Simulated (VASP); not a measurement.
# Pb (P6_3/mmc) in VASP: single point with r2SCAN

Aim: the single point of Pb with r2SCAN.

Program: VASP 6.6.1. These are calculated values, not measurements. Logs are shortened: lines on timing, memory, paths and dates and some standing lists are left out, and cuts for length are marked.

## (1) The cell of the first run

The structure is hexagonal, space group P6_3/mmc (No. 194). Conventional cell: a = 3.480 Å, b = 3.480 Å, c = 5.702 Å, α = 90.00°, β = 90.00°, γ = 120.00°. Within 4.6 Å of Pb (site symmetry -6m2) lie 12 Pb at 3.48 to 3.49 Å.

This isn't the form of Pb at room conditions, which is fcc.

## (2) Single point, r2SCAN (strain +0.0200 x Voigt [0, 0, 1, 0, 0, 0])

The input, POSCAR:

```
Pb
1.0
    3.4800006906      0.0000000000      0.0000000000
   -1.7400003453      3.0137690032      0.0000000000
    0.0000000000      0.0000000000      5.7018000000
Pb
2
Direct
    0.3333333333      0.6666666667      0.2500000000
    0.6666666667      0.3333333333      0.7500000000
```

The input, INCAR.step1:

```
ALGO = Normal
EDIFF = 1E-4
ENCUT = 520
GGA = PE
ISMEAR = 0
LASPH = T
LCHARG = F
LREAL = F
LWAVE = T
NBANDS = 21
NELM = 60
PREC = Accurate
SIGMA = 0.15
```

The input, INCAR.step2:

```
ALGO = Normal
EDIFF = 1E-7
ENCUT = 520
ISIF = 2
ISMEAR = 0
ISTART = 1
LASPH = T
LCHARG = T
LELF = T
LMIXTAU = T
LREAL = F
LVHAR = T
LWAVE = F
METAGGA = R2SCAN
NBANDS = 21
NELM = 60
PREC = Accurate
SIGMA = 0.15
```

The input, KPOINTS:

```
k-points
0
Gamma
  18 18 10
```

Potentials or basis: VASP PAW PBE potentials, release 64 (Pb_d).

Run with:

```sh
$ cat potpaw_PBE.64/Pb_d/POTCAR > POTCAR
$ cp INCAR.step1 INCAR
$ mpirun -np 1 vasp_std > vasp.out
$ cp INCAR.step2 INCAR
$ mpirun -np 1 vasp_std > vasp.out
```

OUTCAR:

```text
EDIFF = 1E-7
   ENCUT = 520
   ISIF = 2
   ISMEAR = 0
   ISTART = 1
   LASPH = T
   LREAL = F
   METAGGA = R2SCAN
   NELM = 60
   PREC = Accurate

 ion  position               nearest neighbor table
   1  0.333  0.667  0.250-   2 3.49   2 3.49   2 3.49   2 3.49   2 3.49   2 3.49
   2  0.667  0.333  0.750-   1 3.49   1 3.49   1 3.49   1 3.49   1 3.49   1 3.49

  LATTYP: Found a hexagonal cell.
 ALAT       =     3.4800006906
 C/A-ratio  =     1.6384479507

  Lattice vectors:

 A1 = (   3.4800006906,   0.0000000000,   0.0000000000)
 A2 = (  -1.7400003453,   3.0137690032,   0.0000000000)
 A3 = (   0.0000000000,   0.0000000000,   5.7018000000)

Analysis of symmetry for initial positions (statically):
=====================================================================
 Subroutine PRICEL returns:
 Original cell was already a primitive cell.

 Routine SETGRP: Setting up the symmetry group for a
 hexagonal supercell.

 Subroutine GETGRP returns: Found 24 space group operations
 (whereof 12 operations were pure point group operations)
 out of a pool of 24 trial point group operations.

The static configuration has the point symmetry D_3d.
 The point group associated with its full space group is D_6h.

Analysis of symmetry for dynamics (positions and initial velocities):
=====================================================================
 Subroutine PRICEL returns:
 Original cell was already a primitive cell.

 Routine SETGRP: Setting up the symmetry group for a
 hexagonal supercell.

 Subroutine GETGRP returns: Found 24 space group operations
 (whereof 12 operations were pure point group operations)
 out of a pool of 24 trial point group operations.

The dynamic configuration has the point symmetry D_3d.
 The point group associated with its full space group is D_6h.

 Subroutine INISYM returns: Found 24 space group operations
 (whereof 12 operations are pure point group operations),
 and found     1 'primitive' translations

----------------------------------------------------------------------------------------

                                     Primitive cell

  volume of cell :      59.8000

  direct lattice vectors                    reciprocal lattice vectors
     3.480000691  0.000000000  0.000000000     0.287356265  0.165905217  0.000000000
    -1.740000345  3.013769003  0.000000000     0.000000000  0.331810434  0.000000000
     0.000000000  0.000000000  5.701800000     0.000000000  0.000000000  0.175383212

  length of vectors
     3.480000691  3.480000691  5.701800000     0.331810434  0.331810434  0.175383212

  position of ions in fractional coordinates (direct lattice)
     0.333333333  0.666666667  0.250000000
     0.666666667  0.333333333  0.750000000

  ion indices of the primitive-cell ions
   primitive index   ion index
                 1           1
                 2           2

----------------------------------------------------------------------------------------

 KPOINTS: k-points

Automatic generation of k-mesh.
 Grid dimensions read from file:
 generate k-points for:   18   18   10

 Generating k-lattice:

  Cartesian coordinates                     Fractional coordinates (reciprocal lattice)
     0.015964237  0.009216956  0.000000000     0.055555556 -0.000000000  0.000000000
     0.000000000  0.018433913  0.000000000     0.000000000  0.055555556  0.000000000
     0.000000000  0.000000000  0.017538321     0.000000000  0.000000000  0.100000000

  Length of vectors
     0.018433913  0.018433913  0.017538321

  Shift w.r.t. Gamma in fractional coordinates (k-lattice)
     0.000000000  0.000000000  0.000000000

 Subroutine IBZKPT returns following result:
 ===========================================

 Found    222 irreducible k-points:

 Following reciprocal coordinates:
            Coordinates               Weight
  0.000000  0.000000  0.000000      1.000000
  0.055556 -0.000000  0.000000      6.000000
  0.111111 -0.000000  0.000000      6.000000
  0.166667  0.000000  0.000000      6.000000
  0.222222 -0.000000  0.000000      6.000000
  0.277778  0.000000  0.000000      6.000000
[... 16 lines left out ...]
  0.333333  0.111111  0.000000     12.000000
  0.388889  0.111111  0.000000     12.000000
 [... further k-points ...]
   k-points           NKPTS =    222   k-points in BZ     NKDIM =    222   number of bands    NBANDS=     21
   number of dos      NEDOS =    301   number of ions     NIONS =      2
   total plane-waves  NPLWV =  32928
   dimension x,y,z NGX =    28 NGY =   28 NGZ =   42
   dimension x,y,z NGXF=    56 NGYF=   56 NGZF=   84
   ions per type =               2
   NGX,Y,Z   is equivalent  to a cutoff of  13.38, 13.38, 12.25 a.u.
   NGXF,Y,Z  is equivalent  to a cutoff of  26.75, 26.75, 24.49 a.u.
 SYSTEM =  unknown system
   PREC   = accura    normal or accurate (medium, high low for compatibility)
   ISTART =      1    job   : 0-new  1-cont  2-samecut
   ICHARG =      0    charge: 1-file 2-atom 10-const
   ISPIN  =      1    spin polarized calculation?
   LNONCOLLINEAR =      F non collinear calculations
   LSORBIT =      F    spin-orbit coupling
   LASPH  =      T    aspherical Exc in radial PAW
   ENCUT  =  520.0 eV  38.22 Ry    6.18 a.u.   6.47  6.47 10.60*2*pi/ulx,y,z
   NELM   =     60;   NELMIN=  2; NELMDL=  0     # of ELM steps
   EDIFF  = 0.1E-06   stopping-criterion for ELM
   LREAL  =      F    real-space projection
   EDIFFG = 0.1E-05   stopping-criterion for IOM
   NSW    =      0    number of steps for IOM
   IBRION =     -1    ionic relax: 0-MD 1-quasi-New 2-CG
   NFREE  =      0    steps in history (QN), initial steepest desc. (CG)
   ISIF   =      2    stress and relaxation
   ISYM   =      2    0-nonsym 1-usesym 2-fastsym
   POTIM  = 0.5000    time-step for ionic-motion
   TEBEG  =    0.0;   TEEND  =   0.0 temperature during run
   PSTRESS=    0.0 pullay stress
   NELECT =      28.0000    total number of electrons
   NUPDOWN=      -1.0000    fix difference up-down
   EMIN   =  10.00;   EMAX   =-10.00  energy-range for DOS
   EFERMI =   0.00;   METHOD = LEGACY
   ISMEAR =     0;   SIGMA  =   0.15  broadening in eV -4-tet -1-fermi 0-gaus
   EFERMI_NEDOS =   21; number of points for ismear=-14 and -15
   IALGO  =     38    algorithm
   IMIX   =      4    mixing-type and parameters
     AMIX     =   0.40;   BMIX     =  1.00
     AMIX_MAG =   1.60;   BMIX_MAG =  1.00
  volume/ion in A,a.u.               =      29.90       201.78
  Fermi-wavevector in a.u.,A,eV,Ry     =   1.271239  2.402293 21.987663  1.616048
  Thomas-Fermi vector in A             =   2.404183
   LORBIT       =      0    0 simple, 1 ext, 2 COOP (PROOUT), +10 PAW based schemes
   METAGGA = R2SCAN    functional components
   LHFCALC =     F    Hartree Fock is set to
   AEXX    =    0.0000 exact exchange contribution
   IVDW    =     0    specifies the selected vdW correction
   LEPSILON=     F    determine dielectric tensor
   LRPA    =     F    only Hartree local field effects (RPA)
 non-spin polarized calculation
 Gauss-broadening in eV      SIGMA  =   0.15
  energy-cutoff  :      520.00
  volume of cell :       59.80
 maximum number of plane-waves:      1653
 NGX is ok and might be reduce to    28
   NGX = 13   NGY = 13   NGZ = 21

 number of electron      27.9999998 magnetization

 Free energy of the ion-electron system (eV)
  ---------------------------------------------------
  ext. energy  EPLUGINS =         0.00000000
  ---------------------------------------------------
  free energy    TOTEN  =      -112.52357703 eV

  energy without entropy =     -112.51303283  energy(sigma->0) =     -112.51830493

 E-fermi :   7.3386     XC(G=0): -11.0038

 val. band max:        7.2925385859   @ k =   0.3333   0.2778   0.3000
 cond. band min:       7.3613764254   @ k =   0.2778   0.1667   0.2000
 fundamental gap:      0.0688378394
 Fermi energy:         7.3386403583

 k-point     1 :       0.0000    0.0000    0.0000
  band No.  band energies     occupation
      1     -10.3960      2.00000
      2     -10.3611      2.00000
      3     -10.3430      2.00000
      4     -10.3430      2.00000
      5     -10.3202      2.00000
      6     -10.3202      2.00000
[... 13 lines left out ...]
     20      17.2300      0.00000
     21      19.6526      0.00000

 k-point     2 :       0.0556   -0.0000    0.0000
  band No.  band energies     occupation
      1     -10.3929      2.00000
      2     -10.3655      2.00000
      3     -10.3351      2.00000
      4     -10.3348      2.00000
      5     -10.3187      2.00000
      6     -10.3122      2.00000
[... 13 lines left out ...]
     20      17.4202      0.00000
     21      19.2992      0.00000

 k-point     3 :       0.1111   -0.0000    0.0000
  band No.  band energies     occupation
      1     -10.3968      2.00000
      2     -10.3630      2.00000
      3     -10.3247      2.00000
      4     -10.3110      2.00000
      5     -10.3054      2.00000
      6     -10.2891      2.00000
[... 13 lines left out ...]
     20      18.1718      0.00000
     21      18.5817      0.00000

 k-point     4 :       0.1667    0.0000    0.0000
  band No.  band energies     occupation
      1     -10.4167      2.00000
      2     -10.3472      2.00000
      3     -10.3217      2.00000
      4     -10.2894      2.00000
      5     -10.2795      2.00000
      6     -10.2744      2.00000
[... 13 lines left out ...]
     20      17.9590      0.00000
     21      18.7397      0.00000

 k-point     5 :       0.2222   -0.0000    0.0000
  band No.  band energies     occupation
      1     -10.4419      2.00000
      2     -10.3453      2.00000
      3     -10.3140      2.00000
      4     -10.3027      2.00000
      5     -10.2944      2.00000
      6     -10.2294      2.00000
[... 13 lines left out ...]
     20      17.5341      0.00000
     21      18.7506      0.00000
[... 382 lines left out ...]
     20      16.3684      0.00000
     21      18.9698      0.00000

 k-point    22 :       0.2778    0.1111    0.0000
  band No.  band energies     occupation
      1     -10.4574      2.00000
      2     -10.3790      2.00000
      3     -10.3481      2.00000
      4     -10.3226      2.00000
      5     -10.2600      2.00000
      6     -10.1949      2.00000
[... 13 lines left out ...]
     20      16.0655      0.00000
     21      19.5751      0.00000

 k-point    23 :       0.3333    0.1111    0.0000
  band No.  band energies     occupation
      1     -10.4749      2.00000
      2     -10.4028      2.00000
      3     -10.3494      2.00000
      4     -10.3282      2.00000
      5     -10.2346      2.00000
      6     -10.2126      2.00000
[... 13 lines left out ...]
     20      15.8451      0.00000
     21      19.9871      0.00000

 k-point    24 :       0.3889    0.1111    0.0000
  band No.  band energies     occupation
      1     -10.4861      2.00000
      2     -10.4185      2.00000
      3     -10.3520      2.00000
      4     -10.3311      2.00000
      5     -10.2244      2.00000
      6     -10.2152      2.00000
[... 13 lines left out ...]
     20      15.7122      0.00000
     21      19.9242      0.00000

 [... further k-points ...]
[... 5 lines left out ...]
  --------------------------------------------------------------------------------------
  -------------------------------------------------------------------------------------
  Total        0.5131558      0.5131558      0.8634542     -0.0000000      0.0000000      0.0000000
  in kB       13.7486023     13.7486023     23.1338864     -0.0000000      0.0000000      0.0000000
  external PRESSURE =      16.8770304 kB  Pullay stress =       0.0000000 kB

 VOLUME and BASIS-vectors are now :
 -----------------------------------------------------------------------------
  energy-cutoff  :      520.00
  volume of cell :       59.80
      direct lattice vectors                 reciprocal lattice vectors
     3.480000691  0.000000000  0.000000000     0.287356265  0.165905217  0.000000000
    -1.740000345  3.013769003  0.000000000     0.000000000  0.331810434  0.000000000
     0.000000000  0.000000000  5.701800000     0.000000000  0.000000000  0.175383212

 POSITION                                       TOTAL-FORCE (eV/Angst)
 -----------------------------------------------------------------------------------
     -0.00000      2.00918      1.42545        -0.000000     -0.000000      0.000000
      1.74000      1.00459      4.27635         0.000000      0.000000      0.000000
 -----------------------------------------------------------------------------------
    total drift:                               -0.000000      0.000000      0.000000

  FREE ENERGIE OF THE ION-ELECTRON SYSTEM (eV)
  ---------------------------------------------------
  free  energy   TOTEN  =      -112.5235770332 eV

  energy  without entropy=     -112.5130328345  energy(sigma->0) =     -112.51830493
```

It took 13 min on 1 thread of Intel Xeon Platinum 8488C (Sapphire Rapids), shared host; peak memory 0.35 GiB.

Results:

```yaml
Free_energy: -112.5236 eV
Pressure: 1.7 GPa
Band_gap_on_the_k_mesh: zero (bands 14 and 15 overlap by 8.12 eV)
```

Levels at points of the mesh, in eV from the Fermi level:
| k point | band 10 | band 11 | band 12 | band 13 | band 14 | band 15 | band 16 | band 17 | band 18 | band 19 |
| --- | --- | --- | --- | --- | --- | --- | --- | --- | --- | --- |
| (0.00, 0.00, 0.00) | -17.41 | -12.36 | -8.48 | -4.41 | 5.95 | 5.95 | 7.84 | 7.84 | 7.97 | 9.51 |
| (0.50, 0.00, 0.00) | -17.38 | -8.65 | -7.37 | -3.04 | -1.59 | -0.52 | 1.93 | 2.21 | 5.92 | 6.71 |
| (0.00, 0.00, 0.50) | -17.48 | -11.08 | -11.08 | 0.85 | 0.85 | 6.85 | 6.85 | 6.85 | 6.85 | 10.02 |
| (0.50, 0.00, 0.50) | -17.39 | -7.81 | -7.81 | -3.88 | -3.88 | 3.65 | 3.65 | 3.74 | 3.74 | 7.52 |

Caveat: the cell differs from its parent crystal (strain +0.0200 x Voigt [0, 0, 1, 0, 0, 0]); the PAW data sets were made with another functional, which shifts forces and pressure a little; spin-orbit coupling is left out, which moves the levels of the heavy elements.

The gap in the log of VASP goes by the Fermi energy; the results here count the filled bands.